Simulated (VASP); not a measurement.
# C (R-3m) in VASP: single point with PBEsol

Aim: the single point of C with PBEsol.

The COD entry that gives the cell may itself be a prediction, so a difference from it is no test against experiment.

Everything below comes from runs of VASP 6.6.1. Logs are shortened: lines on timing, memory, paths and dates and some standing lists are left out, and cuts for length are marked.

### 1 The cell of the first run

It takes space group R-3m (No. 166, trigonal). The conventional cell has a = 2.522 Å, b = 2.522 Å, c = 30.889 Å, α = 90.00°, β = 90.00°, γ = 120.00°. C (site symmetry 3m) has 4 C at 1.54 Å within 2.1 Å. C (site symmetry 3m) has 4 C at 1.54 Å within 2.1 Å. C (site symmetry 3m) has 4 C at 1.54 to 1.55 Å within 2.1 Å. Within 2.1 Å of C (site symmetry 3m) lie 4 C at 1.54 Å. C (site symmetry 3m) has 4 C at 1.54 Å within 2.1 Å.

### 2 Single point, PBEsol

File INCAR:

```
ALGO = Normal
EDIFF = 1E-7
ENCUT = 520
GGA = PS
ISIF = 2
ISMEAR = 0
LASPH = T
LCHARG = F
LREAL = F
LWAVE = F
NBANDS = 31
NELM = 80
PREC = Accurate
SIGMA = 0.05
```

File KPOINTS:

```
Automatic mesh
0
Gamma
  6 6 6
  0.5 0.5 0.5
```

File POSCAR:

```
C
1.0
    1.2610500000      0.7280680000     10.2964330000
   -1.2610500000      0.7280680000     10.2964330000
    0.0000000000     -1.4561350000     10.2964330000
C
10
Direct
    0.0250000000      0.0250000000      0.0250000000
    0.9750000000      0.9750000000      0.9750000000
    0.1083000000      0.1083000000      0.1083000000
    0.8917000000      0.8917000000      0.8917000000
    0.1583000000      0.1583000000      0.1583000000
    0.8417000000      0.8417000000      0.8417000000
    0.3750000000      0.3750000000      0.3750000000
    0.6250000000      0.6250000000      0.6250000000
    0.4250000000      0.4250000000      0.4250000000
    0.5750000000      0.5750000000      0.5750000000
```

Potentials or basis: VASP PAW PBE potentials, release 64 (C).

Started as:

```bash
cat potpaw_PBE.64/C/POTCAR > POTCAR
mpirun -np 1 vasp_std > vasp.out
```

OUTCAR:

```text
EDIFF = 1E-7
   ENCUT = 520
   GGA = PS
   ISIF = 2
   ISMEAR = 0
   LASPH = T
   LREAL = F
   NELM = 80
   PREC = Accurate

 ion  position               nearest neighbor table
   1  0.025  0.025  0.025-   7 1.54   7 1.54   7 1.54   2 1.54
   2  0.975  0.975  0.975-   8 1.54   8 1.54   8 1.54   1 1.54
   3  0.108  0.108  0.108-   9 1.54   9 1.54   9 1.54   5 1.54
   4  0.892  0.892  0.892-  10 1.54  10 1.54  10 1.54   6 1.54
   5  0.158  0.158  0.158-   3 1.54   6 1.55   6 1.55   6 1.55
   6  0.842  0.842  0.842-   4 1.54   5 1.55   5 1.55   5 1.55
   7  0.375  0.375  0.375-   1 1.54   1 1.54   1 1.54   9 1.54
   8  0.625  0.625  0.625-   2 1.54   2 1.54   2 1.54  10 1.54
   9  0.425  0.425  0.425-   3 1.54   3 1.54   3 1.54   7 1.54
  10  0.575  0.575  0.575-   4 1.54   4 1.54   4 1.54   8 1.54

  LATTYP: Found a trigonal (rhomboedric) cell.
 ALAT       =    10.3988875674
 COS(alpha) =     0.9705882447

  Lattice vectors:

 A1 = (   1.2610500000,   0.7280680000,  10.2964330000)
 A2 = (  -1.2610500000,   0.7280680000,  10.2964330000)
 A3 = (   0.0000000000,  -1.4561350000,  10.2964330000)

Analysis of symmetry for initial positions (statically):
=====================================================================
 Subroutine PRICEL returns:
 Original cell was already a primitive cell.

 Routine SETGRP: Setting up the symmetry group for a
 trigonal (rhombohedral) supercell.

 Subroutine GETGRP returns: Found 12 space group operations
 (whereof 12 operations were pure point group operations)
 out of a pool of 12 trial point group operations.

The static configuration has the point symmetry D_3d.

Analysis of symmetry for dynamics (positions and initial velocities):
=====================================================================
 Subroutine PRICEL returns:
 Original cell was already a primitive cell.

 Routine SETGRP: Setting up the symmetry group for a
 trigonal (rhombohedral) supercell.

 Subroutine GETGRP returns: Found 12 space group operations
 (whereof 12 operations were pure point group operations)
 out of a pool of 12 trial point group operations.

The dynamic configuration has the point symmetry D_3d.

 Subroutine INISYM returns: Found 12 space group operations
 (whereof 12 operations are pure point group operations),
 and found     1 'primitive' translations

----------------------------------------------------------------------------------------

                                     Primitive cell

  volume of cell :      56.7208

  direct lattice vectors                    reciprocal lattice vectors
     1.261050000  0.728068000 10.296433000     0.396494984  0.228916451  0.032373663
    -1.261050000  0.728068000 10.296433000    -0.396494984  0.228916451  0.032373663
     0.000000000 -1.456135000 10.296433000     0.000000000 -0.457832903  0.032373686

  length of vectors
    10.398887567 10.398887567 10.398887520     0.458976109  0.458976109  0.458976059

  position of ions in fractional coordinates (direct lattice)
     0.025000000  0.025000000  0.025000000
     0.975000000  0.975000000  0.975000000
     0.108300000  0.108300000  0.108300000
     0.891700000  0.891700000  0.891700000
     0.158300000  0.158300000  0.158300000
     0.841700000  0.841700000  0.841700000
     0.375000000  0.375000000  0.375000000
     0.625000000  0.625000000  0.625000000
     0.425000000  0.425000000  0.425000000
     0.575000000  0.575000000  0.575000000

  ion indices of the primitive-cell ions
   primitive index   ion index
                 1           1
                 2           2
                 3           3
                 4           4
                 5           5
                 6           6
                 7           7
                 8           8
                 9           9
                10          10

----------------------------------------------------------------------------------------

 KPOINTS: Automatic mesh

Automatic generation of k-mesh.
 Grid dimensions read from file:
 generate k-points for:    6    6    6

 Generating k-lattice:

  Cartesian coordinates                     Fractional coordinates (reciprocal lattice)
     0.066082497  0.038152742  0.005395611     0.166666667  0.000000000  0.000000000
    -0.066082497  0.038152742  0.005395611     0.000000000  0.166666667  0.000000000
     0.000000000 -0.076305484  0.005395614     0.000000000  0.000000000  0.166666667

  Length of vectors
     0.076496018  0.076496018  0.076496010

  Shift w.r.t. Gamma in fractional coordinates (k-lattice)
     0.500000000  0.500000000  0.500000000

 Subroutine IBZKPT returns following result:
 ===========================================

 Found     28 irreducible k-points:

 Following reciprocal coordinates:
            Coordinates               Weight
  0.083333  0.083333  0.083333      2.000000
  0.250000  0.083333  0.083333      6.000000
  0.416667  0.083333  0.083333      6.000000
 -0.416667  0.083333  0.083333      6.000000
 -0.250000  0.083333  0.083333      6.000000
 -0.083333  0.083333  0.083333      6.000000
[... 16 lines left out ...]
  0.416667  0.416667  0.250000      6.000000
 -0.416667  0.416667  0.250000     12.000000
 [... further k-points ...]
   k-points           NKPTS =     28   k-points in BZ     NKDIM =     28   number of bands    NBANDS=     31
   number of dos      NEDOS =    301   number of ions     NIONS =     10
   total plane-waves  NPLWV = 512000
   dimension x,y,z NGX =    80 NGY =   80 NGZ =   80
   dimension x,y,z NGXF=   160 NGYF=  160 NGZF=  160
   ions per type =              10
   NGX,Y,Z   is equivalent  to a cutoff of  12.79, 12.79, 12.79 a.u.
   NGXF,Y,Z  is equivalent  to a cutoff of  25.58, 25.58, 25.58 a.u.
 SYSTEM =  unknown system
   PREC   = accura    normal or accurate (medium, high low for compatibility)
   ISTART =      0    job   : 0-new  1-cont  2-samecut
   ICHARG =      2    charge: 1-file 2-atom 10-const
   ISPIN  =      1    spin polarized calculation?
   LNONCOLLINEAR =      F non collinear calculations
   LSORBIT =      F    spin-orbit coupling
   LASPH  =      T    aspherical Exc in radial PAW
   ENCUT  =  520.0 eV  38.22 Ry    6.18 a.u.  19.34 19.34 19.34*2*pi/ulx,y,z
   NELM   =     80;   NELMIN=  2; NELMDL= -5     # of ELM steps
   EDIFF  = 0.1E-06   stopping-criterion for ELM
   LREAL  =      F    real-space projection
   EDIFFG = 0.1E-05   stopping-criterion for IOM
   NSW    =      0    number of steps for IOM
   IBRION =     -1    ionic relax: 0-MD 1-quasi-New 2-CG
   NFREE  =      0    steps in history (QN), initial steepest desc. (CG)
   ISIF   =      2    stress and relaxation
   ISYM   =      2    0-nonsym 1-usesym 2-fastsym
   POTIM  = 0.5000    time-step for ionic-motion
   TEBEG  =    0.0;   TEEND  =   0.0 temperature during run
   PSTRESS=    0.0 pullay stress
   NELECT =      40.0000    total number of electrons
   NUPDOWN=      -1.0000    fix difference up-down
   EMIN   =  10.00;   EMAX   =-10.00  energy-range for DOS
   EFERMI =   0.00;   METHOD = LEGACY
   ISMEAR =     0;   SIGMA  =   0.05  broadening in eV -4-tet -1-fermi 0-gaus
   EFERMI_NEDOS =   21; number of points for ismear=-14 and -15
   IALGO  =     38    algorithm
   IMIX   =      4    mixing-type and parameters
     AMIX     =   0.40;   BMIX     =  1.00
     AMIX_MAG =   1.60;   BMIX_MAG =  1.00
  volume/ion in A,a.u.               =       5.67        38.28
  Fermi-wavevector in a.u.,A,eV,Ry     =   1.457183  2.753677 28.890374  2.123383
  Thomas-Fermi vector in A             =   2.574014
   LORBIT       =      0    0 simple, 1 ext, 2 COOP (PROOUT), +10 PAW based schemes
   GGA     = PS    functional components
   LHFCALC =     F    Hartree Fock is set to
   AEXX    =    0.0000 exact exchange contribution
   IVDW    =     0    specifies the selected vdW correction
   LEPSILON=     F    determine dielectric tensor
   LRPA    =     F    only Hartree local field effects (RPA)
 non-spin polarized calculation
 Gauss-broadening in eV      SIGMA  =   0.05
  energy-cutoff  :      520.00
  volume of cell :       56.72
 maximum number of plane-waves:      1545
 NGX is ok and might be reduce to    80
   NGX = 39   NGY = 39   NGZ = 39

 number of electron      39.9999996 magnetization

 Free energy of the ion-electron system (eV)
  ---------------------------------------------------
  ext. energy  EPLUGINS =         0.00000000
  ---------------------------------------------------
  free energy    TOTEN  =       -96.13300317 eV

  energy without entropy =      -96.13300317  energy(sigma->0) =      -96.13300317

 E-fermi :  10.0272     XC(G=0): -13.4295

 val. band max:        9.8088508278   @ k =   0.0833   0.0833   0.0833
 cond. band min:      14.1454060529   @ k =  -0.2500  -0.2500   0.0833
 fundamental gap:      4.3365552251
 Fermi energy:        10.0271917263

 k-point     1 :       0.0833    0.0833    0.0833
  band No.  band energies     occupation
      1     -11.8147      2.00000
      2     -10.8923      2.00000
      3     -10.5222      2.00000
      4      -7.8525      2.00000
      5      -7.1892      2.00000
      6      -2.2252      2.00000
[... 23 lines left out ...]
     30      18.0417      0.00000
     31      18.3032      0.00000

 k-point     2 :       0.2500    0.0833    0.0833
  band No.  band energies     occupation
      1     -11.1183      2.00000
      2     -10.3229      2.00000
      3      -9.7144      2.00000
      4      -7.4176      2.00000
      5      -6.3355      2.00000
      6      -1.9447      2.00000
[... 23 lines left out ...]
     30      18.7667      0.00000
     31      19.4642      0.00000

 k-point     3 :       0.4167    0.0833    0.0833
  band No.  band energies     occupation
      1      -9.0883      2.00000
      2      -8.4294      2.00000
      3      -7.6091      2.00000
      4      -5.7255      2.00000
      5      -4.3348      2.00000
      6      -1.3855      2.00000
[... 23 lines left out ...]
     30      20.2896      0.00000
     31      20.3057      0.00000

 k-point     4 :      -0.4167    0.0833    0.0833
  band No.  band energies     occupation
      1      -6.3536      2.00000
      2      -6.0161      2.00000
      3      -5.5155      2.00000
      4      -4.5884      2.00000
      5      -4.3927      2.00000
      6      -3.5978      2.00000
[... 23 lines left out ...]
     30      20.5502      0.00000
     31      20.7685      0.00000

 k-point     5 :      -0.2500    0.0833    0.0833
  band No.  band energies     occupation
      1      -9.1279      2.00000
      2      -8.1209      2.00000
      3      -7.9909      2.00000
      4      -5.1191      2.00000
      5      -4.9419      2.00000
      6      -1.1233      2.00000
[... 23 lines left out ...]
     30      20.0373      0.00000
     31      21.0315      0.00000
[... 542 lines left out ...]
     30      19.5735      0.00000
     31      19.6241      0.00000

 k-point    22 :      -0.2500    0.2500    0.2500
  band No.  band energies     occupation
      1      -6.3350      2.00000
      2      -6.0486      2.00000
      3      -5.4841      2.00000
      4      -4.7844      2.00000
      5      -4.1912      2.00000
      6      -3.3288      2.00000
[... 23 lines left out ...]
     30      19.7671      0.00000
     31      19.9860      0.00000

 k-point    23 :       0.4167    0.4167    0.2500
  band No.  band energies     occupation
      1     -10.9957      2.00000
      2     -10.6884      2.00000
      3      -9.1136      2.00000
      4      -8.2261      2.00000
      5      -5.5594      2.00000
      6      -2.9133      2.00000
[... 23 lines left out ...]
     30      19.4355      0.00000
     31      19.6976      0.00000

 k-point    24 :      -0.4167    0.4167    0.2500
  band No.  band energies     occupation
      1      -9.6028      2.00000
      2      -9.4195      2.00000
      3      -7.6376      2.00000
      4      -7.1158      2.00000
      5      -4.2405      2.00000
      6      -1.9875      2.00000
[... 23 lines left out ...]
     30      20.0872      0.00000
     31      20.4776      0.00000

 [... further k-points ...]

------------------------ aborting loop because EDIFF is reached ----------------------------------------

  FORCE on cell =-STRESS in cart. coord.  units (eV):
  Direction    XX          YY          ZZ          XY          YZ          ZX
  --------------------------------------------------------------------------------------
  -------------------------------------------------------------------------------------
  Total       -2.3238786     -2.3238793      1.0977667      0.0000000      0.0000000      0.0000000
  in kB      -65.6420186    -65.6420384     31.0083417      0.0000000      0.0000010      0.0000000
  external PRESSURE =     -33.4252384 kB  Pullay stress =       0.0000000 kB

 VOLUME and BASIS-vectors are now :
 -----------------------------------------------------------------------------
  energy-cutoff  :      520.00
  volume of cell :       56.72
      direct lattice vectors                 reciprocal lattice vectors
     1.261050000  0.728068000 10.296433000     0.396494984  0.228916451  0.032373663
    -1.261050000  0.728068000 10.296433000    -0.396494984  0.228916451  0.032373663
     0.000000000 -1.456135000 10.296433000     0.000000000 -0.457832903  0.032373686

 POSITION                                       TOTAL-FORCE (eV/Angst)
 -----------------------------------------------------------------------------------
      0.00000      0.00000      0.77223         0.000000     -0.000000     -0.323534
      0.00000      0.00000     30.11707         0.000000      0.000000      0.323534
      0.00000      0.00000      3.34531         0.000000      0.000000      0.349507
      0.00000      0.00000     27.54399         0.000000     -0.000000     -0.349507
      0.00000      0.00000      4.88978         0.000000      0.000000      0.048234
      0.00000      0.00000     25.99952         0.000000     -0.000000     -0.048234
      0.00000      0.00000     11.58349         0.000000     -0.000000     -0.346022
      0.00000      0.00000     19.30581         0.000000      0.000000      0.346022
      0.00000      0.00000     13.12795         0.000000      0.000000      0.316393
      0.00000      0.00000     17.76135         0.000000     -0.000000     -0.316393
 -----------------------------------------------------------------------------------
    total drift:                               -0.000000     -0.000000      0.000000

  FREE ENERGIE OF THE ION-ELECTRON SYSTEM (eV)
  ---------------------------------------------------
  free  energy   TOTEN  =       -96.1330031712 eV

  energy  without entropy=      -96.1330031712  energy(sigma->0) =      -96.13300317
```

Run time: 8.7 min. Hardware: 1 thread of Intel Xeon Platinum 8488C (Sapphire Rapids), shared host; peak memory 0.87 GiB.

What came out:

```yaml
Free_energy: -96.1330 eV
Pressure: -3.3 GPa
Largest_force: 0.350 eV/Å
Band_gap_on_the_k_mesh: 4.34 eV, indirect (least direct gap 5.22 eV)
```

Forces on the atoms (eV/Å):
```
C    0.000  0.000 -0.324
C    0.000  0.000  0.324
C    0.000  0.000  0.350
C    0.000  0.000 -0.350
C    0.000  0.000  0.048
C    0.000  0.000 -0.048
C    0.000  0.000 -0.346
C    0.000  0.000  0.346
C    0.000  0.000  0.316
C    0.000  0.000 -0.316
```

Caveat: the PAW data sets were made with another functional, which shifts forces and pressure a little. A k mesh can miss the band edges.
